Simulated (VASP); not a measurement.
Wanted: the native input for a VASP 6.6.1 run.

```yaml
Task: relaxation of cell and atoms
Functional: PBE
Potentials_or_basis: VASP PAW PBE potentials, release 64 (F)
Cutoff: 600 eV
k_mesh: 24 × 24 × 24
Occupations: fermi-dirac, width 0.08 eV
Spin: no spin polarisation
Target_pressure: 430 GPa
Dipole_correction: no
Further_INCAR_settings: ALGO = Normal; EDIFF = 1e-07; IBRION = 2; EDIFFG = -0.005; NSW = 32; ISIF = 3
```

The structure of F lies in POSCAR:

```
F
1.0
    0.0000000000      1.2801196206      1.2801196206
    1.2801196206      0.0000000000      1.2801196206
    1.2801196206      1.2801196206      0.0000000000
F
1
Direct
    0.0000000000      0.0000000000      0.0000000000
```

One way to write it, as run:

INCAR

```
SYSTEM = F
PREC     = Accurate       ! precision mode
ENCUT    = 600            ! plane-wave cutoff, eV
EDIFF    = 1E-7           ! SCF threshold, eV
ISMEAR   = -1             ! smearing method
SIGMA    = 0.08           ! smearing width, eV
LREAL    = .FALSE.        ! projectors in reciprocal space
LASPH    = .TRUE.         ! aspherical terms in the spheres
NELM     = 80             ! most SCF steps
ALGO     = Normal         ! electronic algorithm
ISIF     = 3              ! what is computed and relaxed
LWAVE    = .FALSE.        ! write WAVECAR
LCHARG   = .FALSE.        ! write CHGCAR
GGA      = PE             ! functional
IBRION   = 2              ! ionic algorithm
NSW      = 32             ! ionic steps
EDIFFG   = -0.005         ! ionic threshold
PSTRESS  = 4300.0
```

KPOINTS

```
regular mesh
0
G
  24 24 24
  0 0 0
```

Potentials or basis: VASP PAW PBE potentials, release 64 (F).

Run with:

```bash
$ cat potpaw_PBE.64/F/POTCAR > POTCAR
$ mpirun -np 1 vasp_std > vasp.out
```

It gave:

The pressure after relaxing is 430.1 GPa and the band gap on the k mesh is zero (an odd number of electrons rules out a gap without spin polarisation).

Caveat: the relaxation stopped at its first step, so nothing moved; the cell is relaxed towards a set pressure, so the run minimises the enthalpy, not the energy; an odd number of electrons without spin polarisation forces a metal; a magnetic or distorted state may lie lower.

Run time: 25 s on 1 thread of AMD EPYC 7R13, with other jobs on the host, peak memory 0.08 GiB.
